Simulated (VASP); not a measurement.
# AlN (Pm) in VASP: a series of runs, part 2 of 3

VASP 6.6.1. Earlier steps stand in the parts before.

### 3 Single point, LDA (atom 1 (Al) moved by -0.124 Å along [1 0 0] and -0.372 Å along [1 2 0])

Contents of INCAR:

```
SYSTEM = AlN
  PREC = Accurate
  ENCUT = 520
  EDIFF = 1E-6
  ISMEAR = 0
  SIGMA = 0.05
  LREAL = .False.
  LASPH = .True.
  NELM = 80
  ALGO = Normal
  ISIF = 2
  LWAVE = .False.
  LCHARG = .False.
  NBANDS = 26
```

Contents of KPOINTS:

```
Automatic mesh
0
Gamma
  8 6 4
  0 0 0
```

Contents of POSCAR:

```
AlN
1.0
   -1.6378403119      2.8368226349      0.0000000000
    0.0000000000      0.0000000000      4.1006264518
    4.9135209358      2.8368226349      0.0000000000
Al N
4 4
Direct
    0.4205778951      0.7500000000      0.1149561462
    1.0000000000      0.7500000000      0.6666666667
    0.0000000000      0.2500000000      0.3333333333
    0.5000000000      0.2500000000      0.8333333333
    0.5000000000      0.2500000000      0.1666666667
    1.0000000000      0.2500000000      0.6666666667
    0.0000000000      0.7500000000      0.3333333333
    0.5000000000      0.7500000000      0.8333333333
```

Potentials or basis: VASP PAW LDA potentials, release 64 (Al, N).

Started as:

```console
> cat potpaw_LDA.64/Al/POTCAR potpaw_LDA.64/N/POTCAR > POTCAR
> mpirun -np 1 vasp_std > vasp.out
```

OUTCAR:

```text
SYSTEM = AlN
   PREC = Accurate
   ENCUT = 520
   EDIFF = 1E-6
   ISMEAR = 0
   LREAL = .False.
   LASPH = .True.
   NELM = 80
   ISIF = 2

 ion  position               nearest neighbor table
   1  0.421  0.750  0.115-   8 1.62   7 1.85   5 2.09   5 2.09   7 2.27   4 2.61   4 2.61   3 2.76
                             3 2.76   2 2.89   3 3.06   3 3.06   2 3.17
   2  0.000  0.750  0.667-   8 1.89   8 1.89   7 1.89   6 2.05   6 2.05   4 2.79   4 2.79   4 2.79
                             4 2.79   3 2.79   3 2.79   1 2.89   1 3.17
   3  0.000  0.250  0.333-   5 1.89   5 1.89   6 1.89   7 2.05   7 2.05   1 2.76   1 2.76   2 2.79
                             2 2.79   1 3.06   1 3.06   4 3.28   4 3.28   4 3.28   4 3.28
   4  0.500  0.250  0.833-   6 1.89   6 1.89   5 1.89   8 2.05   8 2.05   1 2.61   1 2.61   2 2.79
                             2 2.79   2 2.79   2 2.79   3 3.28   3 3.28   3 3.28   3 3.28
   5  0.500  0.250  0.167-   3 1.89   3 1.89   4 1.89   1 2.09   1 2.09
   6  0.000  0.250  0.667-   4 1.89   4 1.89   3 1.89   2 2.05   2 2.05
   7  0.000  0.750  0.333-   1 1.85   2 1.89   3 2.05   3 2.05   1 2.27
   8  0.500  0.750  0.833-   1 1.62   2 1.89   2 1.89   4 2.05   4 2.05

  LATTYP: Found a simple orthorhombic cell.
 ALAT       =     3.2756806238
 B/A-ratio  =     1.2518395176
 C/A-ratio  =     1.7320508076

  Lattice vectors:

 A1 = (  -1.6378403119,   2.8368226349,   0.0000000000)
 A2 = (   0.0000000000,   0.0000000000,   4.1006264518)
 A3 = (   4.9135209358,   2.8368226349,   0.0000000000)

Analysis of symmetry for initial positions (statically):
=====================================================================
 Subroutine PRICEL returns:
 Original cell was already a primitive cell.

 Routine SETGRP: Setting up the symmetry group for a
 simple orthorhombic supercell.

 Subroutine GETGRP returns: Found  2 space group operations
 (whereof  1 operations were pure point group operations)
 out of a pool of  8 trial point group operations.

The static configuration has the point symmetry C_1 .
 The point group associated with its full space group is C_1h.

Analysis of symmetry for dynamics (positions and initial velocities):
=====================================================================
 Subroutine PRICEL returns:
 Original cell was already a primitive cell.

 Routine SETGRP: Setting up the symmetry group for a
 simple orthorhombic supercell.

 Subroutine GETGRP returns: Found  2 space group operations
 (whereof  1 operations were pure point group operations)
 out of a pool of  8 trial point group operations.

The dynamic configuration has the point symmetry C_1 .
 The point group associated with its full space group is C_1h.

 Subroutine INISYM returns: Found  2 space group operations
 (whereof  1 operations are pure point group operations),
 and found     1 'primitive' translations

----------------------------------------------------------------------------------------

                                     Primitive cell

  volume of cell :      76.2103

  direct lattice vectors                    reciprocal lattice vectors
    -1.637840312  2.836822635  0.000000000    -0.152640033  0.264380293  0.000000000
     0.000000000  0.000000000  4.100626452     0.000000000  0.000000000  0.243865178
     4.913520936  2.836822635  0.000000000     0.152640033  0.088126764  0.000000000

  length of vectors
     3.275680624  4.100626452  5.673645270     0.305280067  0.243865178  0.176253529

[... 52 lines left out ...]
  0.375000  0.000000  0.000000      2.000000
  0.500000  0.000000  0.000000      1.000000
  0.000000  0.166667  0.000000      2.000000
[... 16 lines left out ...]
  0.125000  0.000000 -0.250000      2.000000
  0.250000  0.000000  0.250000      2.000000
 [... further k-points ...]
   k-points           NKPTS =     72   k-points in BZ     NKDIM =     72   number of bands    NBANDS=     26
   number of dos      NEDOS =    301   number of ions     NIONS =      8
   total plane-waves  NPLWV =  30240
   dimension x,y,z NGX =    24 NGY =   30 NGZ =   42
   dimension x,y,z NGXF=    48 NGYF=   60 NGZF=   84
   ions per type =               4   4
   NGX,Y,Z   is equivalent  to a cutoff of  12.18, 12.16, 12.31 a.u.
   NGXF,Y,Z  is equivalent  to a cutoff of  24.36, 24.32, 24.61 a.u.
 SYSTEM =  AlN
   PREC   = accura    normal or accurate (medium, high low for compatibility)
   ISTART =      0    job   : 0-new  1-cont  2-samecut
   ICHARG =      2    charge: 1-file 2-atom 10-const
   ISPIN  =      1    spin polarized calculation?
   LNONCOLLINEAR =      F non collinear calculations
   LSORBIT =      F    spin-orbit coupling
   LASPH  =      T    aspherical Exc in radial PAW
   ENCUT  =  520.0 eV  38.22 Ry    6.18 a.u.   6.09  7.62 10.55*2*pi/ulx,y,z
   NELM   =     80;   NELMIN=  2; NELMDL= -5     # of ELM steps
   EDIFF  = 0.1E-05   stopping-criterion for ELM
   LREAL  =      F    real-space projection
   EDIFFG = 0.1E-04   stopping-criterion for IOM
   NSW    =      0    number of steps for IOM
   IBRION =     -1    ionic relax: 0-MD 1-quasi-New 2-CG
   NFREE  =      0    steps in history (QN), initial steepest desc. (CG)
   ISIF   =      2    stress and relaxation
   ISYM   =      2    0-nonsym 1-usesym 2-fastsym
   POTIM  = 0.5000    time-step for ionic-motion
   TEBEG  =    0.0;   TEEND  =   0.0 temperature during run
   PSTRESS=    0.0 pullay stress
   NELECT =      32.0000    total number of electrons
   NUPDOWN=      -1.0000    fix difference up-down
   EMIN   =  10.00;   EMAX   =-10.00  energy-range for DOS
   EFERMI =   0.00;   METHOD = LEGACY
   ISMEAR =     0;   SIGMA  =   0.05  broadening in eV -4-tet -1-fermi 0-gaus
   EFERMI_NEDOS =   21; number of points for ismear=-14 and -15
   IALGO  =     38    algorithm
   IMIX   =      4    mixing-type and parameters
     AMIX     =   0.40;   BMIX     =  1.00
     AMIX_MAG =   1.60;   BMIX_MAG =  1.00
  volume/ion in A,a.u.               =       9.53        64.29
  Fermi-wavevector in a.u.,A,eV,Ry     =   1.225896  2.316607 20.447110  1.502820
  Thomas-Fermi vector in A             =   2.360917
   LORBIT       =      0    0 simple, 1 ext, 2 COOP (PROOUT), +10 PAW based schemes
   GGA     = CA    functional components
   LHFCALC =     F    Hartree Fock is set to
   AEXX    =    0.0000 exact exchange contribution
   IVDW    =     0    specifies the selected vdW correction
   LEPSILON=     F    determine dielectric tensor
   LRPA    =     F    only Hartree local field effects (RPA)
 non-spin polarized calculation
 Gauss-broadening in eV      SIGMA  =   0.05
  energy-cutoff  :      520.00
  volume of cell :       76.21
 maximum number of plane-waves:      2088
   NGX = 13   NGY = 15   NGZ = 21

 number of electron      32.0000003 magnetization

 Free energy of the ion-electron system (eV)
  ---------------------------------------------------
  ext. energy  EPLUGINS =         0.00000000
  ---------------------------------------------------
  free energy    TOTEN  =       -63.44337189 eV

  energy without entropy =      -63.44337189  energy(sigma->0) =      -63.44337189

 E-fermi :   8.4287     XC(G=0): -11.6734

 val. band max:        8.1783440136   @ k =   0.0000   0.0000   0.0000
 cond. band min:      11.0791299214   @ k =   0.0000   0.0000   0.0000
 fundamental gap:      2.9007859078
 Fermi energy:         8.4286800243

 k-point     1 :       0.0000    0.0000    0.0000
  band No.  band energies     occupation
      1      -9.0711      2.00000
      2      -6.6730      2.00000
      3      -5.9411      2.00000
      4      -4.4951      2.00000
      5       0.8113      2.00000
      6       1.4810      2.00000
[... 685 lines left out ...]
     25      18.0736      0.00000
     26      18.0950      0.00000

 [... further k-points ...]
[... 5 lines left out ...]
  --------------------------------------------------------------------------------------
  -------------------------------------------------------------------------------------
  Total        9.1333886     -0.0158727      0.3909487      2.8112853      0.0000000      0.0000000
  in kB      192.0120924     -0.3336934      8.2189515     59.1019166      0.0000000      0.0000000
  external PRESSURE =      66.6324502 kB  Pullay stress =       0.0000000 kB

 VOLUME and BASIS-vectors are now :
 -----------------------------------------------------------------------------
  energy-cutoff  :      520.00
  volume of cell :       76.21
      direct lattice vectors                 reciprocal lattice vectors
    -1.637840312  2.836822635  0.000000000    -0.152640033  0.264380293  0.000000000
     0.000000000  0.000000000  4.100626452     0.000000000  0.000000000  0.243865178
     4.913520936  2.836822635  0.000000000     0.152640033  0.088126764  0.000000000

 POSITION                                       TOTAL-FORCE (eV/Angst)
 -----------------------------------------------------------------------------------
     -0.12400      1.51922      3.07547         7.423052      5.782842      0.000000
      3.27568      1.89122      3.07547        -1.473075     -1.026876      0.000000
      1.63784      0.94561      1.02516         0.008098     -0.453005      0.000000
      3.27568      3.78243      1.02516        -0.402868      0.113076      0.000000
      0.00000      1.89122      1.02516        -0.916956     -1.275332      0.000000
      3.27568      1.89122      1.02516         0.624991      0.319894      0.000000
      1.63784      0.94561      3.07547        -0.024194     -1.004347      0.000000
      3.27568      3.78243      3.07547        -5.239048     -2.456253      0.000000
 -----------------------------------------------------------------------------------
    total drift:                                0.000071     -0.000182     -0.000000

  FREE ENERGIE OF THE ION-ELECTRON SYSTEM (eV)
  ---------------------------------------------------
  free  energy   TOTEN  =       -63.4433718946 eV

  energy  without entropy=      -63.4433718946  energy(sigma->0) =      -63.44337189
```

It took 72 s on 1 thread of AMD EPYC 9R45 (Zen 5), shared host; peak memory 0.19 GiB.

What came out:

```
Free energy            : -63.4434 eV
Pressure               : 6.7 GPa
Largest force          : 9.410 eV/Å
Band gap on the k mesh : 2.90 eV
```

Forces on the atoms (eV/Å):
```
Al   7.423  5.783  0.000
Al  -1.473 -1.027  0.000
Al   0.008 -0.453  0.000
Al  -0.403  0.113  0.000
N   -0.917 -1.275  0.000
N    0.625  0.320  0.000
N   -0.024 -1.004  0.000
N   -5.239 -2.456  0.000
```

Stress tensor (GPa, compression positive):
```
19.20  5.91  0.00
 5.91 -0.03  0.00
 0.00  0.00  0.82
```

Levels at points of the mesh, in eV from the valence-band top:
| k point | band 12 | band 13 | band 14 | band 15 | band 16 | band 17 | band 18 | band 19 | band 20 | band 21 |
| --- | --- | --- | --- | --- | --- | --- | --- | --- | --- | --- |
| (0.00, 0.00, 0.00) | -3.06 | -2.20 | -1.77 | -0.50 | 0.00 | 2.90 | 3.88 | 4.55 | 6.96 | 7.27 |
| (0.50, 0.00, 0.00) | -3.73 | -2.84 | -2.42 | -2.24 | -2.07 | 5.01 | 5.09 | 5.79 | 6.01 | 7.96 |
| (0.00, 0.50, 0.00) | -2.62 | -2.54 | -1.75 | -1.73 | -1.20 | 4.19 | 4.90 | 5.75 | 6.11 | 8.18 |
| (0.50, 0.50, 0.00) | -4.68 | -1.61 | -1.36 | -0.66 | -0.65 | 5.51 | 5.55 | 6.34 | 6.54 | 8.83 |
| (0.00, 0.00, 0.50) | -3.13 | -2.04 | -1.73 | -0.82 | -0.43 | 3.87 | 5.02 | 6.06 | 6.27 | 7.86 |
| (0.50, 0.00, 0.50) | -3.70 | -3.04 | -2.67 | -1.62 | -1.29 | 3.34 | 4.04 | 6.39 | 7.16 | 7.34 |
| (0.00, 0.50, 0.50) | -2.40 | -2.27 | -1.83 | -1.54 | -1.26 | 4.02 | 5.05 | 5.31 | 6.26 | 8.83 |
| (0.50, 0.50, 0.50) | -3.24 | -2.41 | -2.19 | -1.41 | -1.19 | 4.51 | 4.68 | 5.32 | 5.61 | 9.07 |

Caveat: the cell differs from its parent crystal (atom 1 (Al) moved by -0.124 Å along [1 0 0] and -0.372 Å along [1 2 0]); the cell stands under pressure; forces of over 1 eV/Å act on the atoms, so gaps and moduli don't describe the material at rest. A k mesh can miss the band edges.

(Continued in part 3 of 3.)
